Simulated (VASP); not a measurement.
Write the native input for VASP 6.6.1 that does the following.

| Property | Result |
| --- | --- |
| Task | single point |
| Functional | revPBE |
| Potentials or basis | VASP PAW PBE potentials, release 64 (Sn_d) |
| Cutoff | 520 eV |
| k mesh | 11 × 11 × 11 |
| Occupations | fermi-dirac, width 0.1 eV |
| Spin | no spin polarisation |
| Dipole correction | no |
| Further INCAR settings | ALGO = Normal; EDIFF = 1e-06; NBANDS = 13 |

The structure of Sn lies in POSCAR:

```
Sn
1.0
    3.2253166105      0.0000000000      0.0000000000
    0.0000000000      3.2253166105      0.0000000000
    0.0000000000      0.0000000000      3.2253166105
Sn
1
Direct
    0.0000000000      0.0000000000      0.0000000000
```

This cell differs from its parent crystal: volume scaled by 1.12.

These files were run (other wordings do the same):

INCAR

```
ALGO     = Normal         # electronic algorithm
EDIFF    = 1E-6           # SCF threshold, eV
ENCUT    = 520            # plane-wave cutoff, eV
GGA      = RE             # functional
ISIF     = 2              # what is computed and relaxed
ISMEAR   = -1             # smearing method
LASPH    = T              # aspherical terms in the spheres
LCHARG   = T              # write CHGCAR
LELF     = T              # ELF
LREAL    = F              # projectors in reciprocal space
LVHAR    = T            
LWAVE    = F              # write WAVECAR
NBANDS   = 13             # bands
NELM     = 100            # most SCF steps
PREC     = Accurate       # precision mode
SIGMA    = 0.1            # smearing width, eV
```

KPOINTS

```
k-points
0
Gamma
  11 11 11
```

Potentials or basis: VASP PAW PBE potentials, release 64 (Sn_d).

The run is started by

```console
$ cat potpaw_PBE.64/Sn_d/POTCAR > POTCAR
$ mpirun -np 1 vasp_std > vasp.out
```

Results of the run:

The pressure is -3.5 GPa. The band gap on the k mesh is zero (band 7 reaches 10.40 eV, above the bottom of band 8 at 4.05 eV).

Caveat: the PAW data sets were made with another functional, which shifts forces and pressure a little; spin-orbit coupling is left out, which moves the levels of the heavy elements.

It took 22 s on 1 thread of Intel Xeon 8259CL (shared host), peak memory 0.15 GiB.
